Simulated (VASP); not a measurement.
# Y (Cmce) in VASP: single point with PBE

Aim: the single point of Y with PBE.

Everything below comes from runs of VASP 6.6.1. Logs are shortened: lines on timing, memory, paths and dates and some standing lists are left out, and cuts for length are marked.

## Step 1: The cell of the first run

It takes space group Cmce (No. 64, orthorhombic). Conventional cell: a = 4.962 Å, b = 4.981 Å, c = 10.620 Å, α = 90.00°, β = 90.00°, γ = 90.00°. Within 4.6 Å of Y (site symmetry m) lie 12 Y at 3.52 to 3.66 Å.

## Step 2: Single point, PBE

Input file INCAR:

```
ALGO     = Normal         # electronic algorithm
EDIFF    = 1E-7           # SCF threshold, eV
ENCUT    = 520            # plane-wave cutoff, eV
GGA      = PE             # functional
ISIF     = 2              # what is computed and relaxed
ISMEAR   = 0              # smearing method
LASPH    = True           # aspherical terms in the spheres
LCHARG   = False          # write CHGCAR
LREAL    = False          # projectors in reciprocal space
LWAVE    = False          # write WAVECAR
NBANDS   = 30             # bands
NELM     = 60             # most SCF steps
PREC     = Accurate       # precision mode
SIGMA    = 0.1            # smearing width, eV
```

Input file KPOINTS:

```
k-points
0
Gamma
  4 4 2
```

Input file POSCAR:

```
Y
1.0
    2.4809438583     -2.4902979126      0.0000000000
    2.4809438583      2.4902979126      0.0000000000
    0.0000000000      0.0000000000     10.6199812454
Y
4
Direct
    0.7479678051      0.2520321949      0.1251064595
    0.7520321949      0.2479678051      0.6251064595
    0.2520321949      0.7479678051      0.8748935405
    0.2479678051      0.7520321949      0.3748935405
```

Potentials or basis: VASP PAW PBE potentials, release 64 (Y_sv).

On the command line:

```
> cat potpaw_PBE.64/Y_sv/POTCAR > POTCAR
> mpirun -np 1 vasp_std > vasp.out
```

OUTCAR:

```text
EDIFF = 1E-7
   ENCUT = 520
   GGA = PE
   ISIF = 2
   ISMEAR = 0
   LASPH = True
   LREAL = False
   NELM = 60
   PREC = Accurate

 ion  position               nearest neighbor table
   1  0.748  0.252  0.125-   3 3.63   4 3.63   4 3.63   3 3.64   3 3.64   4 3.64   4 3.64   3 3.66

   2  0.752  0.248  0.625-   4 3.63   3 3.63   3 3.63   4 3.64   4 3.64   3 3.64   3 3.64   4 3.66

   3  0.252  0.748  0.875-   1 3.63   2 3.63   2 3.63   1 3.64   1 3.64   2 3.64   2 3.64   1 3.66

   4  0.248  0.752  0.375-   2 3.63   1 3.63   1 3.63   2 3.64   2 3.64   1 3.64   1 3.64   2 3.66

  LATTYP: Found a base centered orthorhombic cell.
 ALAT       =     4.9618877166
 B/A-ratio  =     1.0037703611
 C/A-ratio  =     2.1403106745

  Lattice vectors:

 A1 = (   2.4809438583,  -2.4902979126,   0.0000000000)
 A2 = (   2.4809438583,   2.4902979126,   0.0000000000)
 A3 = (   0.0000000000,   0.0000000000,  10.6199812454)

Analysis of symmetry for initial positions (statically):
=====================================================================
 Subroutine PRICEL returns:
 Original cell was already a primitive cell.

 Routine SETGRP: Setting up the symmetry group for a
 base centered orthorhombic supercell.

 Subroutine GETGRP returns: Found  8 space group operations
 (whereof  4 operations were pure point group operations)
 out of a pool of  8 trial point group operations.

The static configuration has the point symmetry C_2h.
 The point group associated with its full space group is D_2h.

Analysis of symmetry for dynamics (positions and initial velocities):
=====================================================================
 Subroutine PRICEL returns:
 Original cell was already a primitive cell.

 Routine SETGRP: Setting up the symmetry group for a
 base centered orthorhombic supercell.

 Subroutine GETGRP returns: Found  8 space group operations
 (whereof  4 operations were pure point group operations)
 out of a pool of  8 trial point group operations.

The dynamic configuration has the point symmetry C_2h.
 The point group associated with its full space group is D_2h.

 Subroutine INISYM returns: Found  8 space group operations
 (whereof  4 operations are pure point group operations),
 and found     1 'primitive' translations

----------------------------------------------------------------------------------------

                                     Primitive cell

  volume of cell :     131.2266

  direct lattice vectors                    reciprocal lattice vectors
     2.480943858 -2.490297913  0.000000000     0.201536201 -0.200779191  0.000000000
     2.480943858  2.490297913  0.000000000     0.201536201  0.200779191  0.000000000
     0.000000000  0.000000000 10.619981245     0.000000000  0.000000000  0.094162125

  length of vectors
     3.515204990  3.515204990 10.619981245     0.284480445  0.284480445  0.094162125

  position of ions in fractional coordinates (direct lattice)
     0.747967805  0.252032195  0.125106460
     0.752032195  0.247967805  0.625106460
     0.252032195  0.747967805  0.874893540
     0.247967805  0.752032195  0.374893540

  ion indices of the primitive-cell ions
   primitive index   ion index
                 1           1
                 2           2
                 3           3
                 4           4

----------------------------------------------------------------------------------------

 KPOINTS: k-points

Automatic generation of k-mesh.
 Grid dimensions read from file:
 generate k-points for:    4    4    2

 Generating k-lattice:

  Cartesian coordinates                     Fractional coordinates (reciprocal lattice)
     0.050384050 -0.050194798  0.000000000     0.250000000  0.000000000  0.000000000
     0.050384050  0.050194798  0.000000000     0.000000000  0.250000000  0.000000000
     0.000000000  0.000000000  0.047081062     0.000000000  0.000000000  0.500000000

  Length of vectors
     0.071120111  0.071120111  0.047081062

  Shift w.r.t. Gamma in fractional coordinates (k-lattice)
     0.000000000  0.000000000  0.000000000

 Subroutine IBZKPT returns following result:
 ===========================================

 Found     14 irreducible k-points:

 Following reciprocal coordinates:
            Coordinates               Weight
  0.000000  0.000000  0.000000      1.000000
  0.250000  0.000000  0.000000      4.000000
  0.500000  0.000000  0.000000      2.000000
  0.250000  0.250000  0.000000      2.000000
  0.500000  0.250000  0.000000      4.000000
 -0.250000  0.250000  0.000000      2.000000
  0.500000  0.500000  0.000000      1.000000
  0.000000  0.000000  0.500000      1.000000
  0.250000  0.000000  0.500000      4.000000
  0.500000  0.000000  0.500000      2.000000
  0.250000  0.250000  0.500000      2.000000
  0.500000  0.250000  0.500000      4.000000
 -0.250000  0.250000  0.500000      2.000000
  0.500000  0.500000  0.500000      1.000000
   k-points           NKPTS =     14   k-points in BZ     NKDIM =     14   number of bands    NBANDS=     30
   number of dos      NEDOS =    301   number of ions     NIONS =      4
   total plane-waves  NPLWV =  62720
   dimension x,y,z NGX =    28 NGY =   28 NGZ =   80
   dimension x,y,z NGXF=    56 NGYF=   56 NGZF=  160
   ions per type =               4
   NGX,Y,Z   is equivalent  to a cutoff of  13.24, 13.24, 12.52 a.u.
   NGXF,Y,Z  is equivalent  to a cutoff of  26.48, 26.48, 25.05 a.u.
 SYSTEM =  unknown system
   PREC   = accura    normal or accurate (medium, high low for compatibility)
   ISTART =      0    job   : 0-new  1-cont  2-samecut
   ICHARG =      2    charge: 1-file 2-atom 10-const
   ISPIN  =      1    spin polarized calculation?
   LNONCOLLINEAR =      F non collinear calculations
   LSORBIT =      F    spin-orbit coupling
   LASPH  =      T    aspherical Exc in radial PAW
   ENCUT  =  520.0 eV  38.22 Ry    6.18 a.u.   6.54  6.54 19.75*2*pi/ulx,y,z
   NELM   =     60;   NELMIN=  2; NELMDL= -5     # of ELM steps
   EDIFF  = 0.1E-06   stopping-criterion for ELM
   LREAL  =      F    real-space projection
   EDIFFG = 0.1E-05   stopping-criterion for IOM
   NSW    =      0    number of steps for IOM
   IBRION =     -1    ionic relax: 0-MD 1-quasi-New 2-CG
   NFREE  =      0    steps in history (QN), initial steepest desc. (CG)
   ISIF   =      2    stress and relaxation
   ISYM   =      2    0-nonsym 1-usesym 2-fastsym
   POTIM  = 0.5000    time-step for ionic-motion
   TEBEG  =    0.0;   TEEND  =   0.0 temperature during run
   PSTRESS=    0.0 pullay stress
   NELECT =      44.0000    total number of electrons
   NUPDOWN=      -1.0000    fix difference up-down
   EMIN   =  10.00;   EMAX   =-10.00  energy-range for DOS
   EFERMI =   0.00;   METHOD = LEGACY
   ISMEAR =     0;   SIGMA  =   0.10  broadening in eV -4-tet -1-fermi 0-gaus
   EFERMI_NEDOS =   21; number of points for ismear=-14 and -15
   IALGO  =     38    algorithm
   IMIX   =      4    mixing-type and parameters
     AMIX     =   0.40;   BMIX     =  1.00
     AMIX_MAG =   1.60;   BMIX_MAG =  1.00
  volume/ion in A,a.u.               =      32.81       221.39
  Fermi-wavevector in a.u.,A,eV,Ry     =   1.137326  2.149235 17.599285  1.293511
  Thomas-Fermi vector in A             =   2.274031
   LORBIT       =      0    0 simple, 1 ext, 2 COOP (PROOUT), +10 PAW based schemes
   GGA     = PE    functional components
   LHFCALC =     F    Hartree Fock is set to
   AEXX    =    0.0000 exact exchange contribution
   IVDW    =     0    specifies the selected vdW correction
   LEPSILON=     F    determine dielectric tensor
   LRPA    =     F    only Hartree local field effects (RPA)
 non-spin polarized calculation
 Gauss-broadening in eV      SIGMA  =   0.10
  energy-cutoff  :      520.00
  volume of cell :      131.23
 maximum number of plane-waves:      3563
 NGX is ok and might be reduce to    28
   NGX = 13   NGY = 13   NGZ = 39

 number of electron      44.0000004 magnetization

 Free energy of the ion-electron system (eV)
  ---------------------------------------------------
  ext. energy  EPLUGINS =         0.00000000
  ---------------------------------------------------
  free energy    TOTEN  =       -25.69434513 eV

  energy without entropy =      -25.68082359  energy(sigma->0) =      -25.68758436

 E-fermi :   3.0839     XC(G=0):  -9.4329

 val. band max:        3.0795005118   @ k =   0.2500   0.2500   0.0000
 cond. band min:       3.1539537103   @ k =   0.5000   0.0000   0.0000
 fundamental gap:      0.0744531985
 Fermi energy:         3.0838588482

 k-point     1 :       0.0000    0.0000    0.0000
  band No.  band energies     occupation
      1     -39.6839      2.00000
      2     -39.6484      2.00000
      3     -39.6480      2.00000
      4     -39.6124      2.00000
      5     -19.8758      2.00000
      6     -19.6371      2.00000
[... 22 lines left out ...]
     29       5.0358      0.00000
     30       6.1804      0.00000

 k-point     2 :       0.2500    0.0000    0.0000
  band No.  band energies     occupation
      1     -39.6598      2.00000
      2     -39.6346      2.00000
      3     -39.6343      2.00000
      4     -39.6091      2.00000
      5     -19.7860      2.00000
      6     -19.7751      2.00000
[... 22 lines left out ...]
     29       5.4882      0.00000
     30       5.5227      0.00000

 k-point     3 :       0.5000    0.0000    0.0000
  band No.  band energies     occupation
      1     -39.6210      2.00000
      2     -39.6210      2.00000
      3     -39.6202      2.00000
      4     -39.6202      2.00000
      5     -19.9383      2.00000
      6     -19.9383      2.00000
[... 22 lines left out ...]
     29       4.9581      0.00000
     30       4.9581      0.00000

 k-point     4 :       0.2500    0.2500    0.0000
  band No.  band energies     occupation
      1     -39.6386      2.00000
      2     -39.6209      2.00000
      3     -39.6207      2.00000
      4     -39.6031      2.00000
      5     -19.7594      2.00000
      6     -19.7589      2.00000
[... 22 lines left out ...]
     29       5.5960      0.00000
     30       5.5976      0.00000

 k-point     5 :       0.5000    0.2500    0.0000
  band No.  band energies     occupation
      1     -39.6076      2.00000
      2     -39.6073      2.00000
      3     -39.6069      2.00000
      4     -39.6067      2.00000
      5     -19.8698      2.00000
      6     -19.8698      2.00000
[... 22 lines left out ...]
     29       5.3467      0.00000
     30       5.3472      0.00000
[... 196 lines left out ...]
     29       5.7460      0.00000
     30       5.7636      0.00000

 k-point    12 :       0.5000    0.2500    0.5000
  band No.  band energies     occupation
      1     -39.6075      2.00000
      2     -39.6075      2.00000
      3     -39.6068      2.00000
      4     -39.6068      2.00000
      5     -19.8562      2.00000
      6     -19.8562      2.00000
[... 22 lines left out ...]
     29       5.7957      0.00000
     30       5.8141      0.00000

 k-point    13 :      -0.2500    0.2500    0.5000
  band No.  band energies     occupation
      1     -39.6337      2.00000
      2     -39.6337      2.00000
      3     -39.6080      2.00000
      4     -39.6080      2.00000
      5     -19.7529      2.00000
      6     -19.7529      2.00000
[... 22 lines left out ...]
     29       5.7420      0.00000
     30       5.7479      0.00000

 k-point    14 :       0.5000    0.5000    0.5000
  band No.  band energies     occupation
      1     -39.5939      2.00000
      2     -39.5939      2.00000
      3     -39.5934      2.00000
      4     -39.5934      2.00000
      5     -19.8737      2.00000
      6     -19.8737      2.00000
[... 22 lines left out ...]
     29       6.6620      0.00000
     30       6.6653      0.00000

------------------------ aborting loop because EDIFF is reached ----------------------------------------

  FORCE on cell =-STRESS in cart. coord.  units (eV):
  Direction    XX          YY          ZZ          XY          YZ          ZX
  --------------------------------------------------------------------------------------
  -------------------------------------------------------------------------------------
  Total       -0.2701717     -0.3571154     -0.2106288      0.0000000     -0.0000000      0.0000000
  in kB       -3.2985911     -4.3601078     -2.5716171      0.0000000     -0.0000000      0.0000000
  external PRESSURE =      -3.4101053 kB  Pullay stress =       0.0000000 kB

 VOLUME and BASIS-vectors are now :
 -----------------------------------------------------------------------------
  energy-cutoff  :      520.00
  volume of cell :      131.23
      direct lattice vectors                 reciprocal lattice vectors
     2.480943858 -2.490297913  0.000000000     0.201536201 -0.200779191  0.000000000
     2.480943858  2.490297913  0.000000000     0.201536201  0.200779191  0.000000000
     0.000000000  0.000000000 10.619981245     0.000000000  0.000000000  0.094162125

 POSITION                                       TOTAL-FORCE (eV/Angst)
 -----------------------------------------------------------------------------------
      2.48094     -1.23503      1.32863         0.000000     -0.025029     -0.006621
      2.48094     -1.25527      6.63862         0.000000      0.025029     -0.006621
      2.48094      1.23503      9.29135         0.000000      0.025029      0.006621
      2.48094      1.25527      3.98136         0.000000     -0.025029      0.006621
 -----------------------------------------------------------------------------------
    total drift:                                0.000000      0.000000      0.000000

  FREE ENERGIE OF THE ION-ELECTRON SYSTEM (eV)
  ---------------------------------------------------
  free  energy   TOTEN  =       -25.6943451329 eV

  energy  without entropy=      -25.6808235921  energy(sigma->0) =      -25.68758436
```

Wall time 2.6 min (1 thread of Intel Xeon 8259CL, shared host); peak memory 0.25 GiB.

Results:

```yaml
Free_energy: -25.6943 eV
Pressure: -0.3 GPa
Largest_force: 0.026 eV/Å
Band_gap_on_the_k_mesh: zero (bands 22 and 23 overlap by 0.86 eV)
```

Forces on the atoms (eV/Å):
```
Y    0.000 -0.025 -0.007
Y    0.000  0.025 -0.007
Y    0.000  0.025  0.007
Y    0.000 -0.025  0.007
```

Caveat: the k points lie up to 0.45 Å⁻¹ apart, too coarse for converged energies and pressures of a metal.
